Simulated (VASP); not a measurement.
# Si in VASP: single point with PBE

Aim: the single point of Si with PBE.

Everything below comes from runs of VASP 6.6.1. Logs are shortened: lines on timing, memory, paths and dates and some standing lists are left out, and cuts for length are marked.

**1. The cell of the first run**

The cell holds a slab with vacuum, 5 atoms: a = 3.868 Å, b = 3.868 Å, c = 19.437 Å, α = 90.00°, β = 90.00°, γ = 120.00°.

**2. Single point, PBE, collinear spin**

INCAR reads:

```
SYSTEM = Si
ALGO = Normal ; DIPOL = 0.5 0.5 0.346
EDIFF = 1E-6 ; ENCUT = 520
GGA = PE ; IDIPOL = 3
ISIF = 2 ; ISMEAR = 0
ISPIN = 2 ; LASPH = .True.
LCHARG = .False. ; LDIPOL = .True.
LORBIT = 11 ; LREAL = .False.
LWAVE = .False. ; MAGMOM = 0 0 0 0 2
NBANDS = 22 ; NELM = 150
PREC = Accurate ; SIGMA = 0.05
```

KPOINTS reads:

```
k-points
0
Gamma
  9 9 1
  0 0 0
```

POSCAR reads:

```
Si
1.0
    3.8675355712      0.0000000000      0.0000000000
   -1.9337677856      3.3493840547      0.0000000000
    0.0000000000      0.0000000000     19.4372968022
Si
5
Direct
    0.3333333333      0.6666666666      0.2057899327
    0.0000000000      0.0000000000      0.2464055286
    0.0000000000      0.0000000000      0.3748662336
    0.6666666667      0.3333333333      0.4083539436
    0.6666666667      0.8333333333      0.4954269883
```

Potentials or basis: VASP PAW PBE potentials, release 64 (Si).

Started as:

```bash
$ cat potpaw_PBE.64/Si/POTCAR > POTCAR
$ mpirun -np 1 vasp_std > vasp.out
```

OUTCAR:

```text
SYSTEM = Si
   EDIFF = 1E-6
   ENCUT = 520
   GGA = PE
   ISIF = 2
   ISMEAR = 0
   ISPIN = 2
   LASPH = .True.
   LORBIT = 11
   LREAL = .False.
   NELM = 150
   PREC = Accurate

 ion  position               nearest neighbor table
   1  0.333  0.667  0.206-   2 2.37   2 2.37   2 2.37
   2  0.000  0.000  0.246-   1 2.37   1 2.37   1 2.37   3 2.50
   3  0.000  0.000  0.375-   4 2.33   4 2.33   4 2.33   2 2.50   5 2.60
   4  0.667  0.333  0.408-   3 2.33   3 2.33   3 2.33   5 2.57   5 2.57
   5  0.667  0.833  0.495-   4 2.57   4 2.57   3 2.60

  LATTYP: Found a hexagonal cell.
 ALAT       =     3.8675355712
 C/A-ratio  =     5.0257577324

  Lattice vectors:

 A1 = (   3.8675355712,   0.0000000000,   0.0000000000)
 A2 = (  -1.9337677856,   3.3493840547,   0.0000000000)
 A3 = (   0.0000000000,   0.0000000000,  19.4372968022)

Analysis of symmetry for initial positions (statically):
=====================================================================
 Subroutine PRICEL returns:
 Original cell was already a primitive cell.

 Routine SETGRP: Setting up the symmetry group for a
 hexagonal supercell.

 Subroutine GETGRP returns: Found  2 space group operations
 (whereof  2 operations were pure point group operations)
 out of a pool of 24 trial point group operations.

The static configuration has the point symmetry C_1h.

Analysis of symmetry for dynamics (positions and initial velocities):
=====================================================================
 Subroutine PRICEL returns:
 Original cell was already a primitive cell.

 Routine SETGRP: Setting up the symmetry group for a
 hexagonal supercell.

 Subroutine GETGRP returns: Found  2 space group operations
 (whereof  2 operations were pure point group operations)
 out of a pool of 24 trial point group operations.

The dynamic configuration has the point symmetry C_1h.

Analysis of structural, dynamic, and magnetic symmetry:
=====================================================================
 Subroutine PRICEL returns:
 Original cell was already a primitive cell.

 Routine SETGRP: Setting up the symmetry group for a
 hexagonal supercell.

 Subroutine GETGRP returns: Found  2 space group operations
 (whereof  2 operations were pure point group operations)
 out of a pool of 24 trial point group operations.

The overall configuration has the point symmetry C_1h.

 Subroutine INISYM returns: Found  2 space group operations
 (whereof  2 operations are pure point group operations),
 and found     1 'primitive' translations

----------------------------------------------------------------------------------------

                                     Primitive cell

  volume of cell :     251.7881

  direct lattice vectors                    reciprocal lattice vectors
     3.867535571  0.000000000  0.000000000     0.258562586  0.149281179  0.000000000
    -1.933767786  3.349384055  0.000000000     0.000000000  0.298562358  0.000000000
     0.000000000  0.000000000 19.437296802     0.000000000  0.000000000  0.051447483

  length of vectors
     3.867535571  3.867535571 19.437296802     0.298562358  0.298562358  0.051447483

  position of ions in fractional coordinates (direct lattice)
     0.333333333  0.666666667  0.205789933
     0.000000000  0.000000000  0.246405529
     0.000000000  0.000000000  0.374866234
     0.666666667  0.333333333  0.408353944
     0.666666667  0.833333333  0.495426988

  ion indices of the primitive-cell ions
   primitive index   ion index
                 1           1
                 2           2
                 3           3
                 4           4
                 5           5

----------------------------------------------------------------------------------------

 KPOINTS: k-points

Automatic generation of k-mesh.
 Grid dimensions read from file:
 generate k-points for:    9    9    1

 Generating k-lattice:

  Cartesian coordinates                     Fractional coordinates (reciprocal lattice)
     0.028729176  0.016586798  0.000000000     0.111111111  0.000000000  0.000000000
[... 42 lines left out ...]
   total plane-waves  NPLWV = 135000
   dimension x,y,z NGX =    30 NGY =   30 NGZ =  150
   dimension x,y,z NGXF=    60 NGYF=   60 NGZF=  300
   ions per type =               5
   NGX,Y,Z   is equivalent  to a cutoff of  12.90, 12.90, 12.83 a.u.
   NGXF,Y,Z  is equivalent  to a cutoff of  25.79, 25.79, 25.66 a.u.
 SYSTEM =  Si
   PREC   = accura    normal or accurate (medium, high low for compatibility)
   ISTART =      0    job   : 0-new  1-cont  2-samecut
   ICHARG =      2    charge: 1-file 2-atom 10-const
   ISPIN  =      2    spin polarized calculation?
   LNONCOLLINEAR =      F non collinear calculations
   LSORBIT =      F    spin-orbit coupling
   LASPH  =      T    aspherical Exc in radial PAW
   ENCUT  =  520.0 eV  38.22 Ry    6.18 a.u.   7.19  7.19 36.14*2*pi/ulx,y,z
   NELM   =    150;   NELMIN=  2; NELMDL= -5     # of ELM steps
   EDIFF  = 0.1E-05   stopping-criterion for ELM
   LREAL  =      F    real-space projection
   EDIFFG = 0.1E-04   stopping-criterion for IOM
   NSW    =      0    number of steps for IOM
   IBRION =     -1    ionic relax: 0-MD 1-quasi-New 2-CG
   NFREE  =      0    steps in history (QN), initial steepest desc. (CG)
   ISIF   =      2    stress and relaxation
   ISYM   =      2    0-nonsym 1-usesym 2-fastsym
   POTIM  = 0.5000    time-step for ionic-motion
   TEBEG  =    0.0;   TEEND  =   0.0 temperature during run
   PSTRESS=    0.0 pullay stress
   NELECT =      20.0000    total number of electrons
   NUPDOWN=      -1.0000    fix difference up-down
   EMIN   =  10.00;   EMAX   =-10.00  energy-range for DOS
   EFERMI =   0.00;   METHOD = LEGACY
   ISMEAR =     0;   SIGMA  =   0.05  broadening in eV -4-tet -1-fermi 0-gaus
   EFERMI_NEDOS =   21; number of points for ismear=-14 and -15
   IALGO  =     38    algorithm
   IMIX   =      4    mixing-type and parameters
     AMIX     =   0.40;   BMIX     =  1.00
     AMIX_MAG =   1.60;   BMIX_MAG =  1.00
  volume/ion in A,a.u.               =      50.36       339.83
  Fermi-wavevector in a.u.,A,eV,Ry     =   0.703731  1.329858  6.738106  0.495237
  Thomas-Fermi vector in A             =   1.788781
   LORBIT       =     11    0 simple, 1 ext, 2 COOP (PROOUT), +10 PAW based schemes
   GGA     = PE    functional components
   LHFCALC =     F    Hartree Fock is set to
   AEXX    =    0.0000 exact exchange contribution
   IVDW    =     0    specifies the selected vdW correction
   LEPSILON=     F    determine dielectric tensor
   LRPA    =     F    only Hartree local field effects (RPA)
 spin polarized calculation
 Gauss-broadening in eV      SIGMA  =   0.05
  energy-cutoff  :      520.00
  volume of cell :      251.79
 maximum number of plane-waves:      6807
 NGX is ok and might be reduce to    30
   NGX = 15   NGY = 15   NGZ = 73

 dipolmoment           0.000000      0.000000      0.063503 electrons x Angstroem

 number of electron      20.0000002 magnetization       0.1074839

 number of electron      20.0000002 magnetization      -0.1827707

 dipolmoment           0.000000      0.000000     -0.021117 electrons x Angstroem

 Free energy of the ion-electron system (eV)
  ---------------------------------------------------
  ext. energy  EPLUGINS =         0.00000000
  ---------------------------------------------------
  free energy    TOTEN  =       -23.66308227 eV

  energy without entropy =      -23.66079700  energy(sigma->0) =      -23.66193964

 E-fermi :  -0.5364     XC(G=0):  -4.5972

 val. band max:       -0.5375150208   @ k =  -0.1111  -0.4444   0.0000
 cond. band min:      -0.5079805228   @ k =  -0.1111   0.2222   0.0000
 fundamental gap:      0.0295344980
 Fermi energy:        -0.5363741018

 spin component 1

 k-point     1 :       0.0000    0.0000    0.0000
  band No.  band energies     occupation
      1     -12.8288      1.00000
      2     -10.9259      1.00000
      3      -8.0328      1.00000
      4      -4.7824      1.00000
      5      -2.7830      1.00000
      6      -2.2720      1.00000
[... 589 lines left out ...]
     21       6.5774      0.00000
     22       6.7922      0.00000

 [... further k-points ...]

 spin component 2

 k-point     1 :       0.0000    0.0000    0.0000
  band No.  band energies     occupation
      1     -12.8129      1.00000
      2     -10.9991      1.00000
      3      -8.0087      1.00000
      4      -4.8694      1.00000
      5      -2.7751      1.00000
      6      -2.2899      1.00000
[... 589 lines left out ...]
     21       6.5277      0.00000
     22       6.7215      0.00000

 [... further k-points ...]

------------------------ aborting loop because EDIFF is reached ----------------------------------------

 vacuum level on the upper side and lower side of the slab       (xc-potential included)        -0.295         0.016

  FORCE on cell =-STRESS in cart. coord.  units (eV):
  Direction    XX          YY          ZZ          XY          YZ          ZX
  --------------------------------------------------------------------------------------
  -------------------------------------------------------------------------------------
  Total       -0.8905826     -1.8337231     -0.3127093      0.8167836      0.0737600      0.1277560
  in kB       -5.6669538    -11.6683435     -1.9898314      5.1973559      0.4693492      0.8129366
  external PRESSURE =      -6.4417096 kB  Pullay stress =       0.0000000 kB

 VOLUME and BASIS-vectors are now :
 -----------------------------------------------------------------------------
  energy-cutoff  :      520.00
  volume of cell :      251.79
      direct lattice vectors                 reciprocal lattice vectors
     3.867535571  0.000000000  0.000000000     0.258562586  0.149281179  0.000000000
    -1.933767786  3.349384055  0.000000000     0.000000000  0.298562358  0.000000000
     0.000000000  0.000000000 19.437296802     0.000000000  0.000000000  0.051447483

 POSITION                                       TOTAL-FORCE (eV/Angst)
 -----------------------------------------------------------------------------------
     -0.00000      2.23292      4.00000         0.002494      0.001440      0.604516
      0.00000      0.00000      4.78946        -0.129537     -0.074788     -0.434907
      0.00000      0.00000      7.28639         0.486089      0.280644     -1.073592
      1.93377      1.11646      7.93730        -0.386277     -0.223017      0.898227
      0.96688      2.79115      9.62976         0.027230      0.015722      0.005756
 -----------------------------------------------------------------------------------
    total drift:                                0.000002      0.000001     -0.000158

  FREE ENERGIE OF THE ION-ELECTRON SYSTEM (eV)
  ---------------------------------------------------
  free  energy   TOTEN  =       -23.6630822744 eV

  energy  without entropy=      -23.6607970033  energy(sigma->0) =      -23.66193964

 vacuum level on the upper side and lower side of the slab         4.015         4.337

 total charge

# of ion       s       p       d       tot
------------------------------------------
    1        0.802   0.832   0.000   1.634
    2        0.772   0.869   0.000   1.640
    3        0.782   0.877   0.000   1.658
    4        0.761   0.900   0.000   1.661
    5        0.914   0.619   0.000   1.533
--------------------------------------------------
tot          4.031   4.096   0.000   8.126

 magnetization (x)

# of ion       s       p       d       tot
------------------------------------------
    1       -0.016  -0.071   0.000  -0.087
    2        0.000  -0.003   0.000  -0.002
    3       -0.001  -0.002   0.000  -0.004
    4        0.001   0.002   0.000   0.003
    5        0.001   0.023   0.000   0.024
--------------------------------------------------
tot         -0.015  -0.052   0.000  -0.066
```

It took 21 min on 1 thread of Intel Xeon 8259CL, shared host; peak memory 0.56 GiB.

What came out:

```
Free energy                                           : -23.6631 eV
Largest force                                         : 1.211 eV/Å
Net moment                                            : -0.18 μB per cell
Site moments                                          : Si -0.09, -0.00, +0.00, +0.02 (each value once) μB
Valence electrons inside the program's atomic spheres : Si 1.63, 1.64, 1.66, 1.53 (each value once)
```

Forces on the atoms (eV/Å):
```
Si   0.002  0.001  0.605
Si  -0.130 -0.075 -0.435
Si   0.486  0.281 -1.074
Si  -0.386 -0.223  0.898
Si   0.027  0.016  0.006
```

Levels at points of the mesh, in eV from the Fermi level:
Spin up:
```
           k point  band 7  band 8  band 9  band 10  band 11  band 12  band 13  band 14
(0.00, 0.00, 0.00)   -1.22   -0.31   -0.25     0.39     1.13     1.44     1.74     2.68
```
Spin down:
```tsv
k point	band 8	band 9	band 10	band 11	band 12	band 13
(0.00, 0.00, 0.00)	-0.37	-0.30	0.38	1.09	1.45	1.72
```
